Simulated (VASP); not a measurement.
# Sc (P6/mmm) in VASP: further runs

The runs below take Sc through relaxation of cell and atoms, with LDA.

All numbers are computed with VASP 6.6.1; they aren't measurements. Logs are shortened: lines on timing, memory, paths and dates and some standing lists are left out, and cuts for length are marked.

**1. The cell of the first run**

It takes space group P6/mmm (No. 191, hexagonal). The conventional cell has a = 4.776 Å, b = 4.776 Å, c = 3.003 Å, α = 90.00°, β = 90.00°, γ = 120.00°. Sc (site symmetry 6/mmm) has 14 Sc at 3.00 to 3.14 Å within 4.0 Å. Within 3.6 Å of Sc (site symmetry -6m2) lie 11 Sc at 2.76 to 3.14 Å.

This isn't the form of Sc at room conditions, which is hcp.

**2. Relaxation of cell and atoms, LDA, target pressure 8.8 GPa, at which the enthalpy is minimised**

The input, INCAR:

```
SYSTEM = Sc
PREC = Accurate ; ENCUT = 600
EDIFF = 1E-6 ; ISMEAR = -1
SIGMA = 0.1 ; LREAL = .FALSE.
LASPH = .TRUE. ; NELM = 60
ALGO = Normal ; ISIF = 3
LWAVE = .FALSE. ; LCHARG = .FALSE.
IBRION = 2 ; NSW = 32
EDIFFG = -0.005 ; PSTRESS = 88.0
```

The input, KPOINTS:

```
Automatic mesh
0
G
  8 8 11
  0 0 0
```

The input, POSCAR:

```
Sc
1.0
    4.7757317265      0.0000000000      0.0000000000
   -2.3878658632      4.1359049968      0.0000000000
    0.0000000000      0.0000000000      3.0034824042
Sc
3
Direct
    0.0000000000      0.0000000000      0.0000000000
    0.3333333333      0.6666666667      0.5000000000
    0.6666666667      0.3333333333      0.5000000000
```

Potentials or basis: VASP PAW LDA potentials, release 64 (Sc_sv).

Started as:

```
$ cat potpaw_LDA.64/Sc_sv/POTCAR > POTCAR
$ mpirun -np 1 vasp_std > vasp.out
```

OUTCAR:

```text
SYSTEM = Sc
   PREC = Accurate
   ENCUT = 600
   EDIFF = 1E-6
   ISMEAR = -1
   LREAL = .FALSE.
   LASPH = .TRUE.
   NELM = 60
   ISIF = 3
   IBRION = 2
   NSW = 32
   EDIFFG = -0.005
   PSTRESS = 88.0

 ion  position               nearest neighbor table
   1  0.000  0.000  0.000-   2 3.14   3 3.14   2 3.14   3 3.14   2 3.14   2 3.14   3 3.14   3 3.14
                             3 3.14   3 3.14   2 3.14   2 3.14
   2  0.333  0.667  0.500-   3 2.76   3 2.76   3 2.76   1 3.14   1 3.14   1 3.14   1 3.14   1 3.14
                             1 3.14
   3  0.667  0.333  0.500-   2 2.76   2 2.76   2 2.76   1 3.14   1 3.14   1 3.14   1 3.14   1 3.14
                             1 3.14

  LATTYP: Found a hexagonal cell.
 ALAT       =     4.7757317265
 C/A-ratio  =     0.6289051765

  Lattice vectors:

 A1 = (   4.7757317265,   0.0000000000,   0.0000000000)
 A2 = (  -2.3878658632,   4.1359049968,   0.0000000000)
 A3 = (   0.0000000000,   0.0000000000,   3.0034824042)

Analysis of symmetry for initial positions (statically):
=====================================================================
 Subroutine PRICEL returns:
 Original cell was already a primitive cell.

 Routine SETGRP: Setting up the symmetry group for a
 hexagonal supercell.

 Subroutine GETGRP returns: Found 24 space group operations
 (whereof 24 operations were pure point group operations)
 out of a pool of 24 trial point group operations.

The static configuration has the point symmetry D_6h.

Analysis of symmetry for dynamics (positions and initial velocities):
=====================================================================
 Subroutine PRICEL returns:
 Original cell was already a primitive cell.

 Routine SETGRP: Setting up the symmetry group for a
 hexagonal supercell.

 Subroutine GETGRP returns: Found 24 space group operations
 (whereof 24 operations were pure point group operations)
 out of a pool of 24 trial point group operations.

The dynamic configuration has the point symmetry D_6h.

 Subroutine INISYM returns: Found 24 space group operations
 (whereof 24 operations are pure point group operations),
 and found     1 'primitive' translations

----------------------------------------------------------------------------------------

                                     Primitive cell

  volume of cell :      59.3247

  direct lattice vectors                    reciprocal lattice vectors
     4.775731727  0.000000000  0.000000000     0.209391996  0.120892525  0.000000000
    -2.387865863  4.135904997  0.000000000     0.000000000  0.241785051  0.000000000
     0.000000000  0.000000000  3.003482404     0.000000000  0.000000000  0.332946848

  length of vectors
     4.775731727  4.775731726  3.003482404     0.241785051  0.241785051  0.332946848

  position of ions in fractional coordinates (direct lattice)
     0.000000000  0.000000000  0.000000000
     0.333333333  0.666666667  0.500000000
     0.666666667  0.333333333  0.500000000

  ion indices of the primitive-cell ions
   primitive index   ion index
                 1           1
                 2           2
                 3           3

----------------------------------------------------------------------------------------

 KPOINTS: Automatic mesh

Automatic generation of k-mesh.
 Grid dimensions read from file:
 generate k-points for:    8    8   11

 Generating k-lattice:

  Cartesian coordinates                     Fractional coordinates (reciprocal lattice)
     0.026174000  0.015111566  0.000000000     0.125000000  0.000000000  0.000000000
     0.000000000  0.030223131  0.000000000     0.000000000  0.125000000  0.000000000
     0.000000000  0.000000000  0.030267895     0.000000000  0.000000000  0.090909091

  Length of vectors
     0.030223131  0.030223131  0.030267895

  Shift w.r.t. Gamma in fractional coordinates (k-lattice)
     0.000000000  0.000000000  0.000000000

 Subroutine IBZKPT returns following result:
 ===========================================

 Found     60 irreducible k-points:

 Following reciprocal coordinates:
            Coordinates               Weight
  0.000000  0.000000  0.000000      1.000000
  0.125000  0.000000  0.000000      6.000000
  0.250000  0.000000  0.000000      6.000000
  0.375000  0.000000  0.000000      6.000000
  0.500000  0.000000  0.000000      3.000000
  0.125000  0.125000  0.000000      6.000000
[... 16 lines left out ...]
  0.250000  0.000000  0.181818     12.000000
  0.375000  0.000000  0.181818     12.000000
 [... further k-points ...]
   k-points           NKPTS =     60   k-points in BZ     NKDIM =     60   number of bands    NBANDS=     20
   number of dos      NEDOS =    301   number of ions     NIONS =      3
   total plane-waves  NPLWV =  38400
   dimension x,y,z NGX =    40 NGY =   40 NGZ =   24
   dimension x,y,z NGXF=    80 NGYF=   80 NGZF=   48
   ions per type =               3
   NGX,Y,Z   is equivalent  to a cutoff of  13.92, 13.92, 13.28 a.u.
   NGXF,Y,Z  is equivalent  to a cutoff of  27.85, 27.85, 26.57 a.u.
 SYSTEM =  Sc
   PREC   = accura    normal or accurate (medium, high low for compatibility)
   ISTART =      0    job   : 0-new  1-cont  2-samecut
   ICHARG =      2    charge: 1-file 2-atom 10-const
   ISPIN  =      1    spin polarized calculation?
   LNONCOLLINEAR =      F non collinear calculations
   LSORBIT =      F    spin-orbit coupling
   LASPH  =      T    aspherical Exc in radial PAW
   ENCUT  =  600.0 eV  44.10 Ry    6.64 a.u.   9.54  9.54  6.00*2*pi/ulx,y,z
   NELM   =     60;   NELMIN=  2; NELMDL= -5     # of ELM steps
   EDIFF  = 0.1E-05   stopping-criterion for ELM
   LREAL  =      F    real-space projection
   EDIFFG = -.5E-02   stopping-criterion for IOM
   NSW    =     32    number of steps for IOM
   IBRION =      2    ionic relax: 0-MD 1-quasi-New 2-CG
   NFREE  =      1    steps in history (QN), initial steepest desc. (CG)
   ISIF   =      3    stress and relaxation
   ISYM   =      2    0-nonsym 1-usesym 2-fastsym
   POTIM  = 0.5000    time-step for ionic-motion
   TEBEG  =    0.0;   TEEND  =   0.0 temperature during run
   PSTRESS=   88.0 pullay stress
   NELECT =      33.0000    total number of electrons
   NUPDOWN=      -1.0000    fix difference up-down
   EMIN   =  10.00;   EMAX   =-10.00  energy-range for DOS
   EFERMI =   0.00;   METHOD = LEGACY
   ISMEAR =    -1;   SIGMA  =   0.10  broadening in eV -4-tet -1-fermi 0-gaus
   EFERMI_NEDOS =   21; number of points for ismear=-14 and -15
   IALGO  =     38    algorithm
   IMIX   =      4    mixing-type and parameters
     AMIX     =   0.40;   BMIX     =  1.00
     AMIX_MAG =   1.60;   BMIX_MAG =  1.00
  volume/ion in A,a.u.               =      19.77       133.45
  Fermi-wavevector in a.u.,A,eV,Ry     =   1.346380  2.544289 24.663809  1.812739
  Thomas-Fermi vector in A             =   2.474217
   LORBIT       =      0    0 simple, 1 ext, 2 COOP (PROOUT), +10 PAW based schemes
   GGA     = CA    functional components
   LHFCALC =     F    Hartree Fock is set to
   AEXX    =    0.0000 exact exchange contribution
   IVDW    =     0    specifies the selected vdW correction
   LEPSILON=     F    determine dielectric tensor
   LRPA    =     F    only Hartree local field effects (RPA)
 conjugate gradient relaxation of ions
 non-spin polarized calculation
  energy-cutoff  :      600.00
  volume of cell :       59.32
 maximum number of plane-waves:      2022
 NGX is ok and might be reduce to    40
   NGX = 19   NGY = 19   NGZ = 11

--------------------------------------- Ionic step        1  -------------------------------------------

 number of electron      33.0000005 magnetization

 Free energy of the ion-electron system (eV)
  ---------------------------------------------------
  ext. energy  EPLUGINS =         0.00000000
  ---------------------------------------------------
  free energy    TOTEN  =       -19.89956376 eV

  energy without entropy =      -19.73374181  energy(sigma->0) =      -19.81665279

------------------------ aborting loop because EDIFF is reached ----------------------------------------

  FORCE on cell =-STRESS in cart. coord.  units (eV):
  Direction    XX          YY          ZZ          XY          YZ          ZX
  --------------------------------------------------------------------------------------
  -------------------------------------------------------------------------------------
  Total        3.3395492      3.3395492      3.3265385      0.0000000      0.0000000      0.0000000
  in kB       90.1909293     90.1909293     89.8395506      0.0000000      0.0000000      0.0000000
  external PRESSURE =       2.0738030 kB  Pullay stress =      88.0000000 kB
[... 102 lines left out ...]
  enthalpy is  TOTEN    =       -16.6412502450 eV   P V=        3.2671840007

--------------------------------------- Ionic step        4  -------------------------------------------

 number of electron      33.0000005 magnetization

 Free energy of the ion-electron system (eV)
  ---------------------------------------------------
  ext. energy  EPLUGINS =         0.00000000
  ---------------------------------------------------
  free energy    TOTEN  =       -19.90732421 eV

  energy without entropy =      -19.74118729  energy(sigma->0) =      -19.82425575

 E-fermi :   4.7528     XC(G=0): -11.0740

 val. band max:        4.7454226208   @ k =   0.3750   0.0000   0.2727
 cond. band min:       4.7545248671   @ k =   0.2500   0.1250   0.2727
 fundamental gap:      0.0091022463
 Fermi energy:         4.7527521940

 k-point     1 :       0.0000    0.0000    0.0000
  band No.  band energies     occupation
      1     -43.5317      2.00000
      2     -43.3335      2.00000
      3     -43.2790      2.00000
      4     -22.7815      2.00000
      5     -22.7815      2.00000
      6     -22.5364      2.00000
[... 12 lines left out ...]
     19       5.6089      0.00038
[... 513 lines left out ...]
      4     -22.8990      2.00000
      5     -22.7080      2.00000
      6     -22.4587      2.00000
[... 12 lines left out ...]
     19       5.9963      0.00001
     20       6.2521      0.00000

 [... further k-points ...]

------------------------ aborting loop because EDIFF is reached ----------------------------------------

  FORCE on cell =-STRESS in cart. coord.  units (eV):
  Direction    XX          YY          ZZ          XY          YZ          ZX
  --------------------------------------------------------------------------------------
  -------------------------------------------------------------------------------------
  Total        3.2750959      3.2750959      3.2608649      0.0000000     -0.0000000      0.0000000
  in kB       88.2430403     88.2430403     87.8596043      0.0000000     -0.0000000      0.0000000
  external PRESSURE =       0.1152283 kB  Pullay stress =      88.0000000 kB
[... 18 lines left out ...]
  FREE ENERGIE OF THE ION-ELECTRON SYSTEM (eV)
  ---------------------------------------------------
  free  energy   TOTEN  =       -19.9073242066 eV

  energy  without entropy=      -19.7411872934  energy(sigma->0) =      -19.82425575

  enthalpy is  TOTEN    =       -16.6412485997 eV   P V=        3.2660756069

 reached required accuracy - stopping structural energy minimisation
```

Run time: 65 s. Hardware: 1 thread of Intel Xeon 6975P-C (Granite Rapids), shared host; peak memory 0.21 GiB.

What came out:

```
Free energy                                                : -19.9073 eV
Relaxed volume                                             : 19.82 Å³/atom
Relaxed cell                                               : a = 4.780 Å, b = 4.780 Å, c = 3.006 Å, α = 90.00°, β = 90.00°, γ = 120.00°
Space group after relaxing (to 0.1 Å)                      : P6/mmm (No. 191)
Energy change on relaxing (the run minimises the enthalpy) : -2.6 meV/atom
Ionic steps                                                : 4
Pressure after relaxing                                    : 8.8 GPa
Band gap on the k mesh                                     : zero (an odd number of electrons rules out a gap without spin polarisation)
```

Step by step:
```tsv
step	energy change (eV)	largest force (eV/Å)	pressure (GPa)	volume (Å³)
1	0.0000	0.0000	9.01	59.32
2	-0.0122	0.0000	8.72	59.54
3	-0.0089	0.0000	8.77	59.48
4	-0.0078	0.0000	8.81	59.46
```

Final structure:
```yaml
crystal:
  lattice:
    - [4.77968, 0.00000, 0.00000]
    - [-2.38984, 4.13932, 0.00000]
    - [0.00000, 0.00000, 3.00557]
  atoms:
    - { symbol: Sc, position: [0.00000, 0.00000, 0.00000] }
    - { symbol: Sc, position: [0.33333, 0.66667, 0.50000] }
    - { symbol: Sc, position: [0.66667, 0.33333, 0.50000] }
```

Caveat: the cell is relaxed towards a set pressure, so the run minimises the enthalpy, not the energy.

**3. Relaxation of cell and atoms, LDA, target pressure 8.8 GPa, at which the enthalpy is minimised**

The input, INCAR:

```
SYSTEM = Sc
  PREC = Accurate
  ENCUT = 600
  EDIFF = 1E-6
  ISMEAR = -1
  SIGMA = 0.1
  LREAL = .False.
  LASPH = .True.
  NELM = 80
  ALGO = Normal
  ISIF = 3
  LWAVE = .False.
  LCHARG = .False.
  GGA = CA
  IBRION = 2
  NSW = 60
  EDIFFG = -0.005
  PSTRESS = 88.0
```

The input, KPOINTS:

```
regular mesh
0
Gamma
  8 8 11
  0 0 0
```

The input, POSCAR:

```
Sc
1.0
    4.8015874840      0.0000000000      0.0000000000
   -2.4007937420      4.1582967397      0.0000000000
    0.0000000000      0.0000000000      2.9769842401
Sc
3
Direct
    0.0000000000      0.0000000000      0.0000000000
    0.3333333333      0.6666666667      0.5000000000
    0.6666666667      0.3333333333      0.5000000000
```

Potentials or basis: VASP PAW LDA potentials, release 64 (Sc_sv).

Started as:

```
$ cat potpaw_LDA.64/Sc_sv/POTCAR > POTCAR
$ mpirun -np 1 vasp_std > vasp.out
```

Run time: 92 s. Hardware: 1 thread of Intel Xeon 6975P-C (Granite Rapids), shared host; peak memory 0.2 GiB.

It converged, with:

```yaml
Free_energy: -19.9096 eV
Relaxed_volume: 19.84 Å³/atom
Relaxed_cell: a = 4.782 Å, b = 4.782 Å, c = 3.005 Å, α = 90.00°, β = 90.00°, γ = 120.00°
Space_group_after_relaxing_to_0.1_Å: P6/mmm (No. 191)
Energy_change_on_relaxing_the_run_minimises_the_enthalpy: -1.8 meV/atom
Ionic_steps: 5
Pressure_after_relaxing: 8.8 GPa
Band_gap_on_the_k_mesh: zero (an odd number of electrons rules out a gap without spin polarisation)
```

Step by step:
```tsv
step	energy change (eV)	largest force (eV/Å)	pressure (GPa)	volume (Å³)
1	0.0000	0.0000	8.80	59.44
2	-0.0016	0.0000	8.83	59.44
3	-0.0022	0.0000	8.85	59.45
4	-0.0021	0.0000	8.85	59.45
5	-0.0054	0.0000	8.79	59.51
```

Final structure:
```
Sc
1.0
     4.78152    0.00000    0.00000
    -2.39076    4.14092    0.00000
     0.00000    0.00000    3.00535
Sc
3
Direct
  0.00000 0.00000 0.00000
  0.33333 0.66667 0.50000
  0.66667 0.33333 0.50000
```

Levels at points of the mesh, in eV from the Fermi level:
| k point | band 12 | band 13 | band 14 | band 15 | band 16 | band 17 | band 18 | band 19 | band 20 |
| --- | --- | --- | --- | --- | --- | --- | --- | --- | --- |
| (0.00, 0.00, 0.00) | -26.77 | -5.30 | -1.15 | 0.11 | 0.11 | 0.14 | 0.14 | 0.85 | 1.85 |
| (0.50, 0.00, 0.00) | -26.83 | -2.99 | -2.88 | -1.88 | 0.43 | 0.58 | 0.60 | 1.09 | 1.52 |

Caveat: the cell is relaxed towards a set pressure, so the run minimises the enthalpy, not the energy.
